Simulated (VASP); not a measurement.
# BiW (CsCl type) (Pm-3m) in VASP: further runs

The runs below take BiW (CsCl type) through single point, with LDA.

Program: VASP 6.6.1. These are calculated values, not measurements. Logs are shortened: lines on timing, memory, paths and dates and some standing lists are left out, and cuts for length are marked.

### Step 1. The cell of the first run

The structure is cubic, space group Pm-3m (No. 221). Conventional cell: a = 2.486 Å, b = 2.486 Å, c = 2.486 Å, α = 90.00°, β = 90.00°, γ = 90.00°. W (site symmetry m-3m) has 8 Bi at 2.15 Å and 6 W at 2.49 Å within 2.8 Å. Bi (site symmetry m-3m) has 8 W at 2.15 Å and 6 Bi at 2.49 Å within 2.8 Å.

### Step 2. Single point, LDA

Input file INCAR:

```
SYSTEM = BiW
  ALGO = Normal
  EDIFF = 1E-6
  ENCUT = 520
  ISIF = 2
  ISMEAR = -1
  LASPH = .TRUE.
  LCHARG = .FALSE.
  LREAL = .FALSE.
  LWAVE = .FALSE.
  NBANDS = 22
  NELM = 80
  PREC = Accurate
  SIGMA = 0.1
```

Input file KPOINTS:

```
k-points
0
G
  11 11 11
  0 0 0
```

Input file POSCAR:

```
BiW
1.0
    2.4864747782      0.0000000000      0.0000000000
    0.0000000000      2.4864747782      0.0000000000
    0.0000000000      0.0000000000      2.4864747782
W Bi
1 1
Direct
    0.0000000000      0.0000000000      0.0000000000
    0.5000000000      0.5000000000      0.5000000000
```

Potentials or basis: VASP PAW LDA potentials, release 64 (W_sv, Bi_d).

The run is started by

```bash
$ cat potpaw_LDA.64/W_sv/POTCAR potpaw_LDA.64/Bi_d/POTCAR > POTCAR
$ mpirun -np 1 vasp_std > vasp.out
```

OUTCAR:

```text
SYSTEM = BiW
   EDIFF = 1E-6
   ENCUT = 520
   ISIF = 2
   ISMEAR = -1
   LASPH = .TRUE.
   LREAL = .FALSE.
   NELM = 80
   PREC = Accurate

 ion  position               nearest neighbor table
   1  0.000  0.000  0.000-   2 2.15   2 2.15   2 2.15   2 2.15   2 2.15   2 2.15   2 2.15   2 2.15

   2  0.500  0.500  0.500-   1 2.15   1 2.15   1 2.15   1 2.15   1 2.15   1 2.15   1 2.15   1 2.15

  LATTYP: Found a simple cubic cell.
 ALAT       =     2.4864747782

  Lattice vectors:

 A1 = (   2.4864747782,   0.0000000000,   0.0000000000)
 A2 = (   0.0000000000,   2.4864747782,   0.0000000000)
 A3 = (   0.0000000000,   0.0000000000,   2.4864747782)

Analysis of symmetry for initial positions (statically):
=====================================================================
 Subroutine PRICEL returns:
 Original cell was already a primitive cell.

 Routine SETGRP: Setting up the symmetry group for a
 simple cubic supercell.

 Subroutine GETGRP returns: Found 48 space group operations
 (whereof 48 operations were pure point group operations)
 out of a pool of 48 trial point group operations.

The static configuration has the point symmetry O_h .

Analysis of symmetry for dynamics (positions and initial velocities):
=====================================================================
 Subroutine PRICEL returns:
 Original cell was already a primitive cell.

 Routine SETGRP: Setting up the symmetry group for a
 simple cubic supercell.

 Subroutine GETGRP returns: Found 48 space group operations
 (whereof 48 operations were pure point group operations)
 out of a pool of 48 trial point group operations.

The dynamic configuration has the point symmetry O_h .

 Subroutine INISYM returns: Found 48 space group operations
 (whereof 48 operations are pure point group operations),
 and found     1 'primitive' translations

----------------------------------------------------------------------------------------

                                     Primitive cell

  volume of cell :      15.3728

  direct lattice vectors                    reciprocal lattice vectors
[... 71 lines left out ...]
   total plane-waves  NPLWV =   5832
   dimension x,y,z NGX =    18 NGY =   18 NGZ =   18
   dimension x,y,z NGXF=    36 NGYF=   36 NGZF=   36
   ions per type =               1   1
   NGX,Y,Z   is equivalent  to a cutoff of  12.03, 12.03, 12.03 a.u.
   NGXF,Y,Z  is equivalent  to a cutoff of  24.07, 24.07, 24.07 a.u.
 SYSTEM =  BiW
   PREC   = accura    normal or accurate (medium, high low for compatibility)
   ISTART =      0    job   : 0-new  1-cont  2-samecut
   ICHARG =      2    charge: 1-file 2-atom 10-const
   ISPIN  =      1    spin polarized calculation?
   LNONCOLLINEAR =      F non collinear calculations
   LSORBIT =      F    spin-orbit coupling
   LASPH  =      T    aspherical Exc in radial PAW
   ENCUT  =  520.0 eV  38.22 Ry    6.18 a.u.   4.62  4.62  4.62*2*pi/ulx,y,z
   NELM   =     80;   NELMIN=  2; NELMDL= -5     # of ELM steps
   EDIFF  = 0.1E-05   stopping-criterion for ELM
   LREAL  =      F    real-space projection
   EDIFFG = 0.1E-04   stopping-criterion for IOM
   NSW    =      0    number of steps for IOM
   IBRION =     -1    ionic relax: 0-MD 1-quasi-New 2-CG
   NFREE  =      0    steps in history (QN), initial steepest desc. (CG)
   ISIF   =      2    stress and relaxation
   ISYM   =      2    0-nonsym 1-usesym 2-fastsym
   POTIM  = 0.5000    time-step for ionic-motion
   TEBEG  =    0.0;   TEEND  =   0.0 temperature during run
   PSTRESS=    0.0 pullay stress
   NELECT =      29.0000    total number of electrons
   NUPDOWN=      -1.0000    fix difference up-down
   EMIN   =  10.00;   EMAX   =-10.00  energy-range for DOS
   EFERMI =   0.00;   METHOD = LEGACY
   ISMEAR =    -1;   SIGMA  =   0.10  broadening in eV -4-tet -1-fermi 0-gaus
   EFERMI_NEDOS =   21; number of points for ismear=-14 and -15
   IALGO  =     38    algorithm
   IMIX   =      4    mixing-type and parameters
     AMIX     =   0.40;   BMIX     =  1.00
     AMIX_MAG =   1.60;   BMIX_MAG =  1.00
  volume/ion in A,a.u.               =       7.69        51.87
  Fermi-wavevector in a.u.,A,eV,Ry     =   2.022818  3.822571 55.672209  4.091792
  Thomas-Fermi vector in A             =   3.032720
   LORBIT       =      0    0 simple, 1 ext, 2 COOP (PROOUT), +10 PAW based schemes
   GGA     = CA    functional components
   LHFCALC =     F    Hartree Fock is set to
   AEXX    =    0.0000 exact exchange contribution
   IVDW    =     0    specifies the selected vdW correction
   LEPSILON=     F    determine dielectric tensor
   LRPA    =     F    only Hartree local field effects (RPA)
 non-spin polarized calculation
  energy-cutoff  :      520.00
  volume of cell :       15.37
 maximum number of plane-waves:       437
   NGX =  9   NGY =  9   NGZ =  9

 number of electron      29.0000001 magnetization

 Free energy of the ion-electron system (eV)
  ---------------------------------------------------
  ext. energy  EPLUGINS =         0.00000000
  ---------------------------------------------------
  free energy    TOTEN  =        23.85906522 eV

  energy without entropy =       23.87867089  energy(sigma->0) =       23.86886805

 E-fermi :  34.0262     XC(G=0): -18.6806

 val. band max:       34.0163443805   @ k =   0.2727   0.2727   0.0000
 cond. band min:      34.0481271965   @ k =   0.4545   0.3636   0.0909
 fundamental gap:      0.0317828159
 Fermi energy:        34.0262075176

 k-point     1 :       0.0000    0.0000    0.0000
  band No.  band energies     occupation
      1     -40.5470      2.00000
      2      -5.3290      2.00000
      3      -5.3290      2.00000
      4      -5.3290      2.00000
      5       2.7221      2.00000
      6       2.7221      2.00000
[... 589 lines left out ...]
     21      50.0891      0.00000
     22      51.8715      0.00000

 [... further k-points ...]
[... 5 lines left out ...]
  --------------------------------------------------------------------------------------
  -------------------------------------------------------------------------------------
  Total      123.3038461    123.3038461    123.3038461      0.0000000     -0.0000000      0.0000000
  in kB    12850.9439910  12850.9439910  12850.9439910      0.0000000     -0.0000000      0.0000000
  external PRESSURE =   12850.9439910 kB  Pullay stress =       0.0000000 kB

 VOLUME and BASIS-vectors are now :
 -----------------------------------------------------------------------------
  energy-cutoff  :      520.00
  volume of cell :       15.37
      direct lattice vectors                 reciprocal lattice vectors
     2.486474778  0.000000000  0.000000000     0.402175807  0.000000000  0.000000000
     0.000000000  2.486474778  0.000000000     0.000000000  0.402175807  0.000000000
     0.000000000  0.000000000  2.486474778     0.000000000  0.000000000  0.402175807

 POSITION                                       TOTAL-FORCE (eV/Angst)
 -----------------------------------------------------------------------------------
      0.00000      0.00000      0.00000         0.000000      0.000000      0.000000
      1.24324      1.24324      1.24324         0.000000      0.000000      0.000000
 -----------------------------------------------------------------------------------
    total drift:                                0.000000     -0.000000      0.000000

  FREE ENERGIE OF THE ION-ELECTRON SYSTEM (eV)
  ---------------------------------------------------
  free  energy   TOTEN  =        23.8590652209 eV

  energy  without entropy=       23.8786708875  energy(sigma->0) =       23.86886805
```

Wall time 9.3 s (1 thread of Intel Xeon Platinum 8375C at 2.90GHz (Ice Lake), shared host); peak memory 0.13 GiB.

The run converged, but its numbers aren't listed here, since they failed a check.

Caveat: spin-orbit coupling is left out, which moves the levels of the heavy elements.

### Step 3. Single point, LDA

Input file INCAR:

```
SYSTEM = BiW
  PREC = Accurate
  ENCUT = 520
  EDIFF = 1E-7
  ISMEAR = -1
  SIGMA = 0.1
  LREAL = .False.
  LASPH = .True.
  NELM = 100
  ALGO = Normal
  ISIF = 2
  LWAVE = .False.
  LCHARG = .False.
  NBANDS = 22
```

Input file KPOINTS:

```
Automatic mesh
0
Gamma
  11 11 11
  0.5 0.5 0.5
```

POSCAR is that of step 2.

Potentials or basis: VASP PAW LDA potentials, release 64 (W_sv, Bi_d).

The run is started by

```bash
$ cat potpaw_LDA.64/W_sv/POTCAR potpaw_LDA.64/Bi_d/POTCAR > POTCAR
$ mpirun -np 1 vasp_std > vasp.out
```

Run time: 10 s. Hardware: 1 thread of Intel Xeon Platinum 8375C at 2.90GHz (Ice Lake), shared host; peak memory 0.12 GiB.

The run converged, but its numbers aren't listed here, since they failed a check.

Caveat: spin-orbit coupling is left out, which moves the levels of the heavy elements.

(Continued in part 2 of 4.)
